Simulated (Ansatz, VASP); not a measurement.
**Two plane-wave programs on NaH**

INCAR

```
PREC = Accurate
ENCUT = 520
EDIFF = 1E-7
ISMEAR = -1
SIGMA = 0.02
LREAL = False
LASPH = True
NELM = 60
ALGO = Normal
ISIF = 2
LWAVE = False
LCHARG = False
GGA = PE
NBANDS = 11
```

The input KPOINTS:

```
Automatic mesh
0
Gamma
  8 8 8
```

The input POSCAR:

```
NaH
1.0
    2.9869336829      0.0000000000      0.0000000000
    0.0000000000      2.9869336829      0.0000000000
    0.0000000000      0.0000000000      2.9479954612
Na H
1 1
Direct
    0.0000000000      0.0000000000      0.0000000000
    0.5000000000      0.5000000000      0.5000000000
```

Input for Ansatz:

```yaml
crystal:
  lattice:
    - [2.9869336829, 0.0, 0.0]
    - [0.0, 2.9869336829, 0.0]
    - [0.0, 0.0, 2.9479954612]
  atoms:
    - { symbol: Na, position: [0.0, 0.0, 0.0] }
    - { symbol: H, position: [0.5, 0.5, 0.5] }
kpoints:
  mp_grid: { grid: [8, 8, 8] }
  band_path:
    path: [[0.0, 0.0, 0.0], [0.0, 0.5, 0.0], [0.5, 0.5, 0.0], [0.5, 0.5, 0.5]]
    npoints: 1
hamiltonian:
  xc: pbe
scf:
  occupations: { method: fermi_dirac, width: 0.02 }
  n_extra_bands: 4
output:
  forces: true
  stress: true
  eigenvalues: true
  write_density: true
  write_potential: true
  elf: true
  volumetric_format: npy
```

Change from the starting cell: epitaxial_xy strain +1.9%.

Alike in both runs: task single point; functional PBE; k mesh 8 × 8 × 8; occupations fermi-dirac, width 0.02 eV; no spin polarisation.

```csv
,VASP,Ansatz
version,VASP 6.6.1,Ansatz 0.2.0
potentials or method,"VASP PAW PBE potentials, release 64 (Na_pv, H)","plane waves, PAW"
plane-wave cutoff (eV),520,420
valence electrons in the cell,8,10
```

|  | VASP | Ansatz | Ansatz less VASP |
| --- | --- | --- | --- |
| gap on the k mesh at the Fermi level (eV) | 0.99 | 0.99 | +0.002 |
| pressure (GPa) | -0.3 | -0.2 | +0.05 |
| traceless stress, the component that is largest in VASP (GPa) | 0.96 | 0.96 | 0.000 |

VASP's potentials hold 8 valence electrons a cell and Ansatz's 10, so a difference there can come from the potentials and not from the codes.
